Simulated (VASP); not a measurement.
# Sr (Fm-3m) in VASP: notebook

Sr is run at these levels: LDA, HSE06; tasks: single point.

Program: VASP 6.6.1. These are calculated values, not measurements. Logs are shortened: lines on timing, memory, paths and dates and some standing lists are left out, and cuts for length are marked.

## Step 1: The cell of the first run

The structure is cubic, space group Fm-3m (No. 225). Conventional cell: a = 6.085 Å, b = 6.085 Å, c = 6.085 Å, α = 90.00°, β = 90.00°, γ = 90.00°. Within 5.6 Å of Sr (site symmetry m-3m) lie 12 Sr at 4.30 Å.

## Step 2: Single point, LDA

File INCAR:

```
PREC = Accurate ; ENCUT = 520
EDIFF = 1E-6 ; ISMEAR = -1
SIGMA = 0.05 ; LREAL = F
LASPH = T ; NELM = 60
ALGO = Normal ; ISIF = 2
LWAVE = F ; LCHARG = F
NBANDS = 11
```

File KPOINTS:

```
regular mesh
0
Gamma
  8 8 8
```

File POSCAR:

```
Sr
1.0
    0.0000000000      3.0423500000      3.0423500000
    3.0423500000      0.0000000000      3.0423500000
    3.0423500000      3.0423500000      0.0000000000
Sr
1
Direct
    0.0000000000      0.0000000000      0.0000000000
```

Potentials or basis: VASP PAW LDA potentials, release 64 (Sr_sv).

Run with:

```
> cat potpaw_LDA.64/Sr_sv/POTCAR > POTCAR
> mpirun -np 1 vasp_std > vasp.out
```

OUTCAR:

```text
PREC = Accurate
   ENCUT = 520
   EDIFF = 1E-6
   ISMEAR = -1
   LREAL = F
   LASPH = T
   NELM = 60
   ISIF = 2

 ion  position               nearest neighbor table
   1  0.000  0.000  0.000-

  LATTYP: Found a face centered cubic cell.
 ALAT       =     6.0847000000

  Lattice vectors:

 A1 = (   0.0000000000,   3.0423500000,   3.0423500000)
 A2 = (   3.0423500000,   0.0000000000,   3.0423500000)
 A3 = (   3.0423500000,   3.0423500000,   0.0000000000)

Analysis of symmetry for initial positions (statically):
=====================================================================
 Subroutine PRICEL returns:
 Original cell was already a primitive cell.

 Routine SETGRP: Setting up the symmetry group for a
 face centered cubic supercell.

 Subroutine GETGRP returns: Found 48 space group operations
 (whereof 48 operations were pure point group operations)
 out of a pool of 48 trial point group operations.

The static configuration has the point symmetry O_h .

Analysis of symmetry for dynamics (positions and initial velocities):
=====================================================================
 Subroutine PRICEL returns:
 Original cell was already a primitive cell.

 Routine SETGRP: Setting up the symmetry group for a
 face centered cubic supercell.

 Subroutine GETGRP returns: Found 48 space group operations
 (whereof 48 operations were pure point group operations)
 out of a pool of 48 trial point group operations.

The dynamic configuration has the point symmetry O_h .

 Subroutine INISYM returns: Found 48 space group operations
 (whereof 48 operations are pure point group operations),
 and found     1 'primitive' translations

----------------------------------------------------------------------------------------

                                     Primitive cell

  volume of cell :      56.3193

  direct lattice vectors                    reciprocal lattice vectors
     0.000000000  3.042350000  3.042350000    -0.164346640  0.164346640  0.164346640
     3.042350000  0.000000000  3.042350000     0.164346640 -0.164346640  0.164346640
     3.042350000  3.042350000  0.000000000     0.164346640  0.164346640 -0.164346640

  length of vectors
     4.302532631  4.302532631  4.302532631     0.284656730  0.284656730  0.284656730

  position of ions in fractional coordinates (direct lattice)
     0.000000000  0.000000000  0.000000000

  ion indices of the primitive-cell ions
   primitive index   ion index
                 1           1

----------------------------------------------------------------------------------------

 KPOINTS: regular mesh

Automatic generation of k-mesh.
 Grid dimensions read from file:
 generate k-points for:    8    8    8

 Generating k-lattice:

  Cartesian coordinates                     Fractional coordinates (reciprocal lattice)
    -0.020543330  0.020543330  0.020543330     0.125000000  0.000000000  0.000000000
     0.020543330 -0.020543330  0.020543330     0.000000000  0.125000000  0.000000000
     0.020543330  0.020543330 -0.020543330     0.000000000  0.000000000  0.125000000

  Length of vectors
     0.035582091  0.035582091  0.035582091

  Shift w.r.t. Gamma in fractional coordinates (k-lattice)
     0.000000000  0.000000000  0.000000000

 Subroutine IBZKPT returns following result:
 ===========================================

 Found     29 irreducible k-points:

 Following reciprocal coordinates:
            Coordinates               Weight
  0.000000  0.000000  0.000000      1.000000
  0.125000  0.000000  0.000000      8.000000
  0.250000  0.000000  0.000000      8.000000
  0.375000  0.000000  0.000000      8.000000
  0.500000  0.000000  0.000000      4.000000
  0.125000  0.125000  0.000000      6.000000
[... 16 lines left out ...]
  0.500000  0.250000  0.125000     48.000000
 -0.375000  0.250000  0.125000     24.000000
 [... further k-points ...]
   k-points           NKPTS =     29   k-points in BZ     NKDIM =     29   number of bands    NBANDS=     11
   number of dos      NEDOS =    301   number of ions     NIONS =      1
   total plane-waves  NPLWV =  32768
   dimension x,y,z NGX =    32 NGY =   32 NGZ =   32
   dimension x,y,z NGXF=    64 NGYF=   64 NGZF=   64
   ions per type =               1
   NGX,Y,Z   is equivalent  to a cutoff of  12.36, 12.36, 12.36 a.u.
   NGXF,Y,Z  is equivalent  to a cutoff of  24.73, 24.73, 24.73 a.u.
 SYSTEM =  unknown system
   PREC   = accura    normal or accurate (medium, high low for compatibility)
   ISTART =      0    job   : 0-new  1-cont  2-samecut
   ICHARG =      2    charge: 1-file 2-atom 10-const
   ISPIN  =      1    spin polarized calculation?
   LNONCOLLINEAR =      F non collinear calculations
   LSORBIT =      F    spin-orbit coupling
   LASPH  =      T    aspherical Exc in radial PAW
   ENCUT  =  520.0 eV  38.22 Ry    6.18 a.u.   8.00  8.00  8.00*2*pi/ulx,y,z
   NELM   =     60;   NELMIN=  2; NELMDL= -5     # of ELM steps
   EDIFF  = 0.1E-05   stopping-criterion for ELM
   LREAL  =      F    real-space projection
   EDIFFG = 0.1E-04   stopping-criterion for IOM
   NSW    =      0    number of steps for IOM
   IBRION =     -1    ionic relax: 0-MD 1-quasi-New 2-CG
   NFREE  =      0    steps in history (QN), initial steepest desc. (CG)
   ISIF   =      2    stress and relaxation
   ISYM   =      2    0-nonsym 1-usesym 2-fastsym
   POTIM  = 0.5000    time-step for ionic-motion
   TEBEG  =    0.0;   TEEND  =   0.0 temperature during run
   PSTRESS=    0.0 pullay stress
   NELECT =      10.0000    total number of electrons
   NUPDOWN=      -1.0000    fix difference up-down
   EMIN   =  10.00;   EMAX   =-10.00  energy-range for DOS
   EFERMI =   0.00;   METHOD = LEGACY
   ISMEAR =    -1;   SIGMA  =   0.05  broadening in eV -4-tet -1-fermi 0-gaus
   EFERMI_NEDOS =   21; number of points for ismear=-14 and -15
   IALGO  =     38    algorithm
   IMIX   =      4    mixing-type and parameters
     AMIX     =   0.40;   BMIX     =  1.00
     AMIX_MAG =   1.60;   BMIX_MAG =  1.00
  volume/ion in A,a.u.               =      56.32       380.06
  Fermi-wavevector in a.u.,A,eV,Ry     =   0.920144  1.738819 11.519569  0.846664
  Thomas-Fermi vector in A             =   2.045416
   LORBIT       =      0    0 simple, 1 ext, 2 COOP (PROOUT), +10 PAW based schemes
   GGA     = CA    functional components
   LHFCALC =     F    Hartree Fock is set to
   AEXX    =    0.0000 exact exchange contribution
   IVDW    =     0    specifies the selected vdW correction
   LEPSILON=     F    determine dielectric tensor
   LRPA    =     F    only Hartree local field effects (RPA)
 non-spin polarized calculation
  energy-cutoff  :      520.00
  volume of cell :       56.32
 maximum number of plane-waves:      1540
   NGX = 15   NGY = 15   NGZ = 15

 number of electron      10.0000000 magnetization

 Free energy of the ion-electron system (eV)
  ---------------------------------------------------
  ext. energy  EPLUGINS =         0.00000000
  ---------------------------------------------------
  free energy    TOTEN  =        -1.86237711 eV

  energy without entropy =       -1.85480557  energy(sigma->0) =       -1.85859134

 E-fermi :   1.3352     XC(G=0):  -7.4830

 val. band max:        1.2523703707   @ k =  -0.3750   0.3750   0.0000
 cond. band min:       1.3867321993   @ k =  -0.3750   0.2500   0.1250
 fundamental gap:      0.1343618286
 Fermi energy:         1.3352014348

 k-point     1 :       0.0000    0.0000    0.0000
  band No.  band energies     occupation
      1     -35.1691      2.00000
      2     -17.1560      2.00000
      3     -17.1560      2.00000
      4     -17.1560      2.00000
      5      -2.2845      2.00000
      6       3.5515      0.00000
      7       3.5515      0.00000
      8       3.5515      0.00000
      9       4.9646      0.00000
     10       4.9646      0.00000
     11       8.4453      0.00000

 k-point     2 :       0.1250    0.0000    0.0000
  band No.  band energies     occupation
      1     -35.1672      2.00000
      2     -17.1837      2.00000
      3     -17.1597      2.00000
      4     -17.1597      2.00000
      5      -2.0392      2.00000
      6       3.2143      0.00000
      7       3.6564      0.00000
      8       3.6564      0.00000
      9       4.8425      0.00000
     10       4.8425      0.00000
     11       8.9822      0.00000

 k-point     3 :       0.2500    0.0000    0.0000
  band No.  band energies     occupation
      1     -35.1627      2.00000
      2     -17.2495      2.00000
      3     -17.1688      2.00000
      4     -17.1688      2.00000
      5      -1.3573      2.00000
      6       2.5430      0.00000
      7       3.7048      0.00000
      8       3.7048      0.00000
      9       4.9265      0.00000
     10       4.9265      0.00000
     11       8.0345      0.00000

 k-point     4 :       0.3750    0.0000    0.0000
  band No.  band energies     occupation
      1     -35.1581      2.00000
      2     -17.3141      2.00000
      3     -17.1778      2.00000
      4     -17.1778      2.00000
      5      -0.4286      2.00000
      6       1.8713      0.00004
      7       3.5121      0.00000
      8       3.5121      0.00000
      9       5.5453      0.00000
     10       5.5453      0.00000
     11       7.0745      0.00000
[... 239 lines left out ...]
 k-point    22 :       0.3750    0.2500    0.1250
  band No.  band energies     occupation
      1     -35.1593      2.00000
      2     -17.2656      2.00000
      3     -17.2027      2.00000
      4     -17.1803      2.00000
      5      -0.7810      2.00000
      6       2.3105      0.00000
      7       3.0928      0.00000
      8       4.1938      0.00000
      9       4.3696      0.00000
     10       5.6958      0.00000
     11       8.1732      0.00000

 k-point    23 :       0.5000    0.2500    0.1250
  band No.  band energies     occupation
      1     -35.1557      2.00000
      2     -17.3003      2.00000
      3     -17.2232      2.00000
      4     -17.1911      2.00000
      5       0.1257      2.00000
      6       1.8960      0.00003
      7       2.6585      0.00000
      8       3.9933      0.00000
      9       5.0876      0.00000
     10       6.1903      0.00000
     11       6.8434      0.00000

 k-point    24 :      -0.3750    0.2500    0.1250
  band No.  band energies     occupation
      1     -35.1542      2.00000
      2     -17.3152      2.00000
      3     -17.2296      2.00000
      4     -17.1969      2.00000
      5       0.8455      1.99989
      6       1.3867      0.52593
      7       2.6218      0.00000
      8       3.8691      0.00000
      9       5.4476      0.00000
     10       6.2603      0.00000
     11       6.3149      0.00000

 [... further k-points ...]
[... 5 lines left out ...]
  --------------------------------------------------------------------------------------
  -------------------------------------------------------------------------------------
  Total       -0.5660026     -0.5660026     -0.5660026      0.0000000      0.0000000      0.0000000
  in kB      -16.1016917    -16.1016917    -16.1016917      0.0000000      0.0000000      0.0000000
  external PRESSURE =     -16.1016917 kB  Pullay stress =       0.0000000 kB

 VOLUME and BASIS-vectors are now :
 -----------------------------------------------------------------------------
  energy-cutoff  :      520.00
  volume of cell :       56.32
      direct lattice vectors                 reciprocal lattice vectors
     0.000000000  3.042350000  3.042350000    -0.164346640  0.164346640  0.164346640
     3.042350000  0.000000000  3.042350000     0.164346640 -0.164346640  0.164346640
     3.042350000  3.042350000  0.000000000     0.164346640  0.164346640 -0.164346640

 POSITION                                       TOTAL-FORCE (eV/Angst)
 -----------------------------------------------------------------------------------
      0.00000      0.00000      0.00000         0.000000     -0.000000      0.000000
 -----------------------------------------------------------------------------------
    total drift:                                0.000000      0.000000      0.000000

  FREE ENERGIE OF THE ION-ELECTRON SYSTEM (eV)
  ---------------------------------------------------
  free  energy   TOTEN  =        -1.8623771100 eV

  energy  without entropy=       -1.8548055655  energy(sigma->0) =       -1.85859134
```

Run time: 6.9 s. Hardware: 1 thread of Intel Xeon Platinum 8375C at 2.90GHz (Ice Lake), shared host; peak memory 0.15 GiB.

What came out:

```yaml
Free_energy: -1.8624 eV
Pressure: -1.6 GPa
Band_gap_on_the_k_mesh: zero (band 5 reaches 1.42 eV, above the bottom of band 6 at 1.39 eV)
```

Levels at points of the mesh, in eV from the Fermi level:
```csv
k point,band 3,band 4,band 5,band 6,band 7,band 8
"(0.00, 0.00, 0.00)",-18.49,-18.49,-3.62,2.22,2.22,2.22
"(0.50, 0.00, 0.00)",-18.52,-18.52,-1.16,0.11,2.08,2.08
"(0.50, 0.50, 0.00)",-18.56,-18.56,-0.63,0.31,1.05,4.65
```

(Part 1 of 2 ends here.)
